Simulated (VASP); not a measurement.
Write the native input for VASP 6.6.1 that does the following.

| Item | Value |
| --- | --- |
| Task | single point |
| Functional | LDA |
| Potentials or basis | VASP PAW LDA potentials, release 64 (Sn_d, O) |
| Cutoff | 520 eV |
| k mesh | 6 × 6 × 8 |
| Occupations | gaussian, width 0.05 eV |
| Spin | no spin polarisation |
| Dipole correction | no |
| Further INCAR settings | ALGO = Normal; EDIFF = 1e-06; NBANDS = 35 |

The structure of SnO2 lies in POSCAR:

```
SnO2
1.0
    4.7201335122      0.0000000000      0.0000000000
    0.0000000000      4.7206343096      0.0000000000
    0.0000000000      0.0000000000      3.1888226875
Sn O
2 4
Direct
    0.4978314689      0.4974954351      0.5000000000
    0.0021729791     -0.0025084053      0.0000000000
    0.3248295843      0.2886163649      0.0000000000
    0.8408593241      0.2299813504      0.5000000000
    0.1751539137      0.7886021605      0.5000000000
    0.6591241739      0.7299955547      0.0000000000
```

This cell differs from its parent crystal: mode 4 frozen in at +0.179 Å and mode 7 at -0.058 Å (largest displacements).

One way to write it, as run:

INCAR

```
PREC = Accurate
ENCUT = 520
EDIFF = 1E-6
ISMEAR = 0
SIGMA = 0.05
LREAL = False
LASPH = True
NELM = 60
ALGO = Normal
ISIF = 2
LWAVE = False
LCHARG = False
NBANDS = 35
```

KPOINTS

```
regular mesh
0
Gamma
  6 6 8
```

Potentials or basis: VASP PAW LDA potentials, release 64 (Sn_d, O).

Command:

```console
$ cat potpaw_LDA.64/Sn_d/POTCAR potpaw_LDA.64/O/POTCAR > POTCAR
$ mpirun -np 1 vasp_std > vasp.out
```

Results of the run:

| Item | Value |
| --- | --- |
| Pressure | -0.3 GPa |
| Largest force | 0.438 eV/Å |
| Band gap on the k mesh | 1.40 eV, indirect (least direct gap 1.41 eV) |

Caveat: the cell differs from its parent crystal (mode 4 frozen in at +0.179 Å and mode 7 at -0.058 Å (largest displacements)); spin-orbit coupling is left out, which moves the levels of the heavy elements.

Wall time 2.3 min on 1 thread of Intel Xeon 6975P-C, with other jobs on the host, peak memory 0.29 GiB.
